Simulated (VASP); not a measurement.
# MoS2 (P3m1) in VASP: further runs

Runs on MoS2. Level: PBEsol. Tasks: single point.

All numbers are computed with VASP 6.6.1; they aren't measurements. Logs are shortened: lines on timing, memory, paths and dates and some standing lists are left out, and cuts for length are marked.

### Step 1. The cell of the first run

The structure is trigonal, space group P3m1 (No. 156). The conventional cell has a = 3.141 Å, b = 3.141 Å, c = 6.125 Å, α = 90.00°, β = 90.00°, γ = 120.00°. Mo (site symmetry 3m) has 6 S at 2.34 to 2.48 Å within 3.1 Å. Within 3.3 Å of S (site symmetry 3m) lie 3 Mo at 2.48 Å and 6 S at 3.14 Å. Within 3.1 Å of S (site symmetry 3m) lie 3 Mo at 2.34 Å.

### Step 2. Single point, PBEsol (all S atoms moved -0.100 Å, as atom 2 along Cartesian [0 0 1])

Input file INCAR:

```
SYSTEM = MoS2
  ALGO = Normal
  EDIFF = 1E-6
  ENCUT = 520
  GGA = PS
  ISIF = 2
  ISMEAR = 0
  LASPH = .TRUE.
  LCHARG = .FALSE.
  LREAL = .FALSE.
  LWAVE = .FALSE.
  NBANDS = 20
  NELM = 60
  PREC = Accurate
  SIGMA = 0.15
```

Input file KPOINTS:

```
k-points
0
G
  18 18 8
  0 0 0
```

Input file POSCAR:

```
MoS2
1.0
    3.1411847469      0.0000000000      0.0000000000
   -1.5705923735      2.7203457888      0.0000000000
    0.0000000000      0.0000000000      6.1247114470
Mo S
1 2
Direct
    0.0000000000      0.0000000000      0.5000000000
    0.3333333333      0.6666666667      0.2247352191
    0.6666666667      0.3333333333      0.7426101813
```

Potentials or basis: VASP PAW PBE potentials, release 64 (Mo_sv, S).

Launch:

```console
$ cat potpaw_PBE.64/Mo_sv/POTCAR potpaw_PBE.64/S/POTCAR > POTCAR
$ mpirun -np 1 vasp_std > vasp.out
```

OUTCAR:

```text
SYSTEM = MoS2
   EDIFF = 1E-6
   ENCUT = 520
   GGA = PS
   ISIF = 2
   ISMEAR = 0
   LASPH = .TRUE.
   LREAL = .FALSE.
   NELM = 60
   PREC = Accurate

 ion  position               nearest neighbor table
   1  0.000  0.000  0.500-   3 2.34   3 2.34   3 2.34   2 2.48   2 2.48   2 2.48
   2  0.333  0.667  0.225-   1 2.48   1 2.48   1 2.48
   3  0.667  0.333  0.743-   1 2.34   1 2.34   1 2.34

  LATTYP: Found a hexagonal cell.
 ALAT       =     3.1411847469
 C/A-ratio  =     1.9498093683

  Lattice vectors:

 A1 = (   3.1411847469,   0.0000000000,   0.0000000000)
 A2 = (  -1.5705923735,   2.7203457888,   0.0000000000)
 A3 = (   0.0000000000,   0.0000000000,   6.1247114470)

Analysis of symmetry for initial positions (statically):
=====================================================================
 Subroutine PRICEL returns:
 Original cell was already a primitive cell.

 Routine SETGRP: Setting up the symmetry group for a
 hexagonal supercell.

 Subroutine GETGRP returns: Found  6 space group operations
 (whereof  6 operations were pure point group operations)
 out of a pool of 24 trial point group operations.

The static configuration has the point symmetry C_3v.

Analysis of symmetry for dynamics (positions and initial velocities):
=====================================================================
 Subroutine PRICEL returns:
 Original cell was already a primitive cell.

 Routine SETGRP: Setting up the symmetry group for a
 hexagonal supercell.

 Subroutine GETGRP returns: Found  6 space group operations
 (whereof  6 operations were pure point group operations)
 out of a pool of 24 trial point group operations.

The dynamic configuration has the point symmetry C_3v.

 Subroutine INISYM returns: Found  6 space group operations
 (whereof  6 operations are pure point group operations),
 and found     1 'primitive' translations

----------------------------------------------------------------------------------------

                                     Primitive cell

  volume of cell :      52.3363

  direct lattice vectors                    reciprocal lattice vectors
     3.141184747  0.000000000  0.000000000     0.318351221  0.183800163  0.000000000
    -1.570592374  2.720345789  0.000000000     0.000000000  0.367600326  0.000000000
     0.000000000  0.000000000  6.124711447     0.000000000  0.000000000  0.163272998

  length of vectors
     3.141184747  3.141184747  6.124711447     0.367600326  0.367600326  0.163272998

  position of ions in fractional coordinates (direct lattice)
     0.000000000  0.000000000  0.500000000
     0.333333333  0.666666667  0.224735219
     0.666666667  0.333333333  0.742610181

  ion indices of the primitive-cell ions
   primitive index   ion index
                 1           1
                 2           2
                 3           3

----------------------------------------------------------------------------------------

 KPOINTS: k-points

Automatic generation of k-mesh.
 Grid dimensions read from file:
 generate k-points for:   18   18    8

 Generating k-lattice:

  Cartesian coordinates                     Fractional coordinates (reciprocal lattice)
     0.017686179  0.010211120  0.000000000     0.055555556  0.000000000  0.000000000
     0.000000000  0.020422240  0.000000000     0.000000000  0.055555556  0.000000000
     0.000000000  0.000000000  0.020409125     0.000000000  0.000000000  0.125000000

  Length of vectors
     0.020422240  0.020422240  0.020409125

  Shift w.r.t. Gamma in fractional coordinates (k-lattice)
     0.000000000  0.000000000  0.000000000

 Subroutine IBZKPT returns following result:
 ===========================================

 Found    266 irreducible k-points:

 Following reciprocal coordinates:
            Coordinates               Weight
  0.000000  0.000000  0.000000      1.000000
  0.055556  0.000000  0.000000      6.000000
  0.111111  0.000000  0.000000      6.000000
  0.166667  0.000000  0.000000      6.000000
  0.222222 -0.000000  0.000000      6.000000
  0.277778 -0.000000  0.000000      6.000000
[... 16 lines left out ...]
  0.333333  0.111111  0.000000     12.000000
  0.388889  0.111111  0.000000     12.000000
 [... further k-points ...]
   k-points           NKPTS =    266   k-points in BZ     NKDIM =    266   number of bands    NBANDS=     20
   number of dos      NEDOS =    301   number of ions     NIONS =      3
   total plane-waves  NPLWV =  27648
   dimension x,y,z NGX =    24 NGY =   24 NGZ =   48
   dimension x,y,z NGXF=    48 NGYF=   48 NGZF=   96
   ions per type =               1   2
   NGX,Y,Z   is equivalent  to a cutoff of  12.70, 12.70, 13.03 a.u.
   NGXF,Y,Z  is equivalent  to a cutoff of  25.40, 25.40, 26.06 a.u.
 SYSTEM =  MoS2
   PREC   = accura    normal or accurate (medium, high low for compatibility)
   ISTART =      0    job   : 0-new  1-cont  2-samecut
   ICHARG =      2    charge: 1-file 2-atom 10-const
   ISPIN  =      1    spin polarized calculation?
   LNONCOLLINEAR =      F non collinear calculations
   LSORBIT =      F    spin-orbit coupling
   LASPH  =      T    aspherical Exc in radial PAW
   ENCUT  =  520.0 eV  38.22 Ry    6.18 a.u.   5.84  5.84 11.39*2*pi/ulx,y,z
   NELM   =     60;   NELMIN=  2; NELMDL= -5     # of ELM steps
   EDIFF  = 0.1E-05   stopping-criterion for ELM
   LREAL  =      F    real-space projection
   EDIFFG = 0.1E-04   stopping-criterion for IOM
   NSW    =      0    number of steps for IOM
   IBRION =     -1    ionic relax: 0-MD 1-quasi-New 2-CG
   NFREE  =      0    steps in history (QN), initial steepest desc. (CG)
   ISIF   =      2    stress and relaxation
   ISYM   =      2    0-nonsym 1-usesym 2-fastsym
   POTIM  = 0.5000    time-step for ionic-motion
   TEBEG  =    0.0;   TEEND  =   0.0 temperature during run
   PSTRESS=    0.0 pullay stress
   NELECT =      26.0000    total number of electrons
   NUPDOWN=      -1.0000    fix difference up-down
   EMIN   =  10.00;   EMAX   =-10.00  energy-range for DOS
   EFERMI =   0.00;   METHOD = LEGACY
   ISMEAR =     0;   SIGMA  =   0.15  broadening in eV -4-tet -1-fermi 0-gaus
   EFERMI_NEDOS =   21; number of points for ismear=-14 and -15
   IALGO  =     38    algorithm
   IMIX   =      4    mixing-type and parameters
     AMIX     =   0.40;   BMIX     =  1.00
     AMIX_MAG =   1.60;   BMIX_MAG =  1.00
  volume/ion in A,a.u.               =      17.45       117.73
  Fermi-wavevector in a.u.,A,eV,Ry     =   1.296577  2.450175 22.872905  1.681111
  Thomas-Fermi vector in A             =   2.428024
   LORBIT       =      0    0 simple, 1 ext, 2 COOP (PROOUT), +10 PAW based schemes
   GGA     = PS    functional components
   LHFCALC =     F    Hartree Fock is set to
   AEXX    =    0.0000 exact exchange contribution
   IVDW    =     0    specifies the selected vdW correction
   LEPSILON=     F    determine dielectric tensor
   LRPA    =     F    only Hartree local field effects (RPA)
 non-spin polarized calculation
 Gauss-broadening in eV      SIGMA  =   0.15
  energy-cutoff  :      520.00
  volume of cell :       52.34
 maximum number of plane-waves:      1424
   NGX = 11   NGY = 11   NGZ = 23

 number of electron      26.0000000 magnetization

 Free energy of the ion-electron system (eV)
  ---------------------------------------------------
  ext. energy  EPLUGINS =         0.00000000
  ---------------------------------------------------
  free energy    TOTEN  =       -22.51109163 eV

  energy without entropy =      -22.49727895  energy(sigma->0) =      -22.50418529

 E-fermi :   7.9178     XC(G=0): -11.1506

 val. band max:        7.9154623754   @ k =   0.0000   0.0000   0.1250
 cond. band min:       7.9189007985   @ k =  -0.2222  -0.4444   0.1250
 fundamental gap:      0.0034384231
 Fermi energy:         7.9178148967

 k-point     1 :       0.0000    0.0000    0.0000
  band No.  band energies     occupation
      1     -53.7008      2.00000
      2     -27.8398      2.00000
      3     -27.6835      2.00000
      4     -27.6835      2.00000
      5      -7.2718      2.00000
      6      -5.6598      2.00000
[... 12 lines left out ...]
     19      14.5498      0.00000
     20      17.6292      0.00000

 k-point     2 :       0.0556    0.0000    0.0000
  band No.  band energies     occupation
      1     -53.6995      2.00000
      2     -27.8373      2.00000
      3     -27.6968      2.00000
      4     -27.6865      2.00000
      5      -7.2206      2.00000
      6      -5.6453      2.00000
[... 12 lines left out ...]
     19      14.7389      0.00000
     20      17.4241      0.00000

 k-point     3 :       0.1111    0.0000    0.0000
  band No.  band energies     occupation
      1     -53.6956      2.00000
      2     -27.8299      2.00000
      3     -27.7349      2.00000
      4     -27.6952      2.00000
      5      -7.0703      2.00000
      6      -5.6029      2.00000
[... 12 lines left out ...]
     19      15.2087      0.00000
     20      17.1185      0.00000

 k-point     4 :       0.1667    0.0000    0.0000
  band No.  band energies     occupation
      1     -53.6895      2.00000
      2     -27.8197      2.00000
      3     -27.7918      2.00000
      4     -27.7085      2.00000
      5      -6.8304      2.00000
      6      -5.5353      2.00000
[... 12 lines left out ...]
     19      15.7604      0.00000
     20      17.0063      0.00000

 k-point     5 :       0.2222   -0.0000    0.0000
  band No.  band energies     occupation
      1     -53.6821      2.00000
      2     -27.8651      2.00000
      3     -27.8029      2.00000
      4     -27.7248      2.00000
      5      -6.5189      2.00000
      6      -5.4452      2.00000
[... 12 lines left out ...]
     19      15.7934      0.00000
     20      16.8638      0.00000
[... 353 lines left out ...]
      6      -5.2988      2.00000
[... 12 lines left out ...]
     19      15.9533      0.00000
     20      16.4481      0.00000

 k-point    22 :       0.2778    0.1111    0.0000
  band No.  band energies     occupation
      1     -53.6649      2.00000
      2     -28.0060      2.00000
      3     -27.7844      2.00000
      4     -27.7695      2.00000
      5      -5.7249      2.00000
      6      -5.1509      2.00000
[... 12 lines left out ...]
     19      15.7661      0.00000
     20      15.9047      0.00000

 k-point    23 :       0.3333    0.1111    0.0000
  band No.  band energies     occupation
      1     -53.6592      2.00000
      2     -28.0542      2.00000
      3     -27.8006      2.00000
      4     -27.7593      2.00000
      5      -5.4978      2.00000
      6      -4.9443      2.00000
[... 12 lines left out ...]
     19      15.2084      0.00000
     20      15.9158      0.00000

 k-point    24 :       0.3889    0.1111    0.0000
  band No.  band energies     occupation
      1     -53.6554      2.00000
      2     -28.0854      2.00000
      3     -27.8115      2.00000
      4     -27.7522      2.00000
      5      -5.3868      2.00000
      6      -4.7377      2.00000
[... 12 lines left out ...]
     19      15.0049      0.00000
     20      16.0504      0.00000

 [... further k-points ...]
[... 5 lines left out ...]
  --------------------------------------------------------------------------------------
  -------------------------------------------------------------------------------------
  Total        0.2986205      0.2986205      0.2371182     -0.0000000      0.0000000      0.0000000
  in kB        9.1417001      9.1417001      7.2589231     -0.0000000      0.0000000      0.0000000
  external PRESSURE =       8.5141078 kB  Pullay stress =       0.0000000 kB

 VOLUME and BASIS-vectors are now :
 -----------------------------------------------------------------------------
  energy-cutoff  :      520.00
  volume of cell :       52.34
      direct lattice vectors                 reciprocal lattice vectors
     3.141184747  0.000000000  0.000000000     0.318351221  0.183800163  0.000000000
    -1.570592374  2.720345789  0.000000000     0.000000000  0.367600326  0.000000000
     0.000000000  0.000000000  6.124711447     0.000000000  0.000000000  0.163272998

 POSITION                                       TOTAL-FORCE (eV/Angst)
 -----------------------------------------------------------------------------------
      0.00000      0.00000      3.06236        -0.000000     -0.000000     -2.225098
     -0.00000      1.81356      1.37644         0.000000      0.000000      0.961324
      1.57059      0.90678      4.54827        -0.000000      0.000000      1.263774
 -----------------------------------------------------------------------------------
    total drift:                                0.000000     -0.000000     -0.000043

  FREE ENERGIE OF THE ION-ELECTRON SYSTEM (eV)
  ---------------------------------------------------
  free  energy   TOTEN  =       -22.5110916346 eV

  energy  without entropy=      -22.4972789513  energy(sigma->0) =      -22.50418529
```

Run time: 1.7 min. Hardware: 1 thread of Intel Xeon Platinum 8488C (Sapphire Rapids), shared host; peak memory 0.36 GiB.

What came out:

```
Free energy            : -22.5111 eV
Pressure               : 0.9 GPa
Largest force          : 2.225 eV/Å
Band gap on the k mesh : zero (band 13 reaches 8.65 eV, above the bottom of band 14 at 7.80 eV)
```

Forces in eV/Å, atoms in the order of the input:
```
Mo   0.000  0.000 -2.225
S    0.000  0.000  0.961
S    0.000  0.000  1.264
```

Caveat: the cell differs from its parent crystal (all S atoms moved -0.100 Å, as atom 2 along Cartesian [0 0 1]); the PAW data sets were made with another functional, which shifts forces and pressure a little; this functional lacks dispersion, which binds the layers, so the pressure and a relaxed spacing across them are unreliable.

### Step 3. Single point, PBEsol (all S atoms moved +0.050 Å, as atom 2 along Cartesian [0 0 1])

Input file INCAR:

```
SYSTEM = MoS2
PREC     = Accurate       ! precision mode
ENCUT    = 520            ! plane-wave cutoff, eV
EDIFF    = 1E-6           ! SCF threshold, eV
ISMEAR   = 0              ! smearing method
SIGMA    = 0.15           ! smearing width, eV
LREAL    = .False.        ! projectors in reciprocal space
LASPH    = .True.         ! aspherical terms in the spheres
NELM     = 60             ! most SCF steps
ALGO     = Normal         ! electronic algorithm
ISIF     = 2              ! what is computed and relaxed
LWAVE    = .False.        ! write WAVECAR
LCHARG   = .False.        ! write CHGCAR
GGA      = PS             ! functional
NBANDS   = 20             ! bands
```

Input file KPOINTS:

```
regular mesh
0
Gamma
  18 18 8
  0 0 0
```

Input file POSCAR:

```
MoS2
1.0
    3.1411847469      0.0000000000      0.0000000000
   -1.5705923735      2.7203457888      0.0000000000
    0.0000000000      0.0000000000      6.1247114470
Mo S
1 2
Direct
    0.0000000000      0.0000000000      0.5000000000
    0.3333333333      0.6666666667      0.2492261688
    0.6666666667      0.3333333333      0.7671011310
```

Potentials or basis: VASP PAW PBE potentials, release 64 (Mo_sv, S).

Launch:

```console
$ cat potpaw_PBE.64/Mo_sv/POTCAR potpaw_PBE.64/S/POTCAR > POTCAR
$ mpirun -np 1 vasp_std > vasp.out
```

Wall time 97 s (1 thread of Intel Xeon Platinum 8488C (Sapphire Rapids), shared host); peak memory 0.36 GiB.

The run converged. Its results:

```yaml
Free_energy: -22.5949 eV
Pressure: 0.3 GPa
Largest_force: 1.123 eV/Å
Band_gap_on_the_k_mesh: zero (band 13 reaches 8.72 eV, above the bottom of band 14 at 7.77 eV)
```

Forces on the atoms (eV/Å):
```
Mo   0.000  0.000  1.123
S    0.000  0.000 -0.603
S    0.000  0.000 -0.519
```

Levels at points of the mesh, in eV from the Fermi level:
```tsv
k point	band 11	band 12	band 13	band 14	band 15	band 16
(0.00, 0.00, 0.00)	-1.41	-0.89	-0.89	-0.03	-0.03	3.19
(0.50, 0.00, 0.00)	-3.44	-1.94	-1.68	1.27	1.81	3.74
(0.00, 0.00, 0.50)	-0.90	-0.90	-0.19	-0.15	-0.15	3.45
(0.50, 0.00, 0.50)	-2.60	-2.24	-1.41	1.27	1.96	3.21
```

Caveat: the cell differs from its parent crystal (all S atoms moved +0.050 Å, as atom 2 along Cartesian [0 0 1]); the PAW data sets were made with another functional, which shifts forces and pressure a little; this functional lacks dispersion, which binds the layers, so the pressure and a relaxed spacing across them are unreliable.
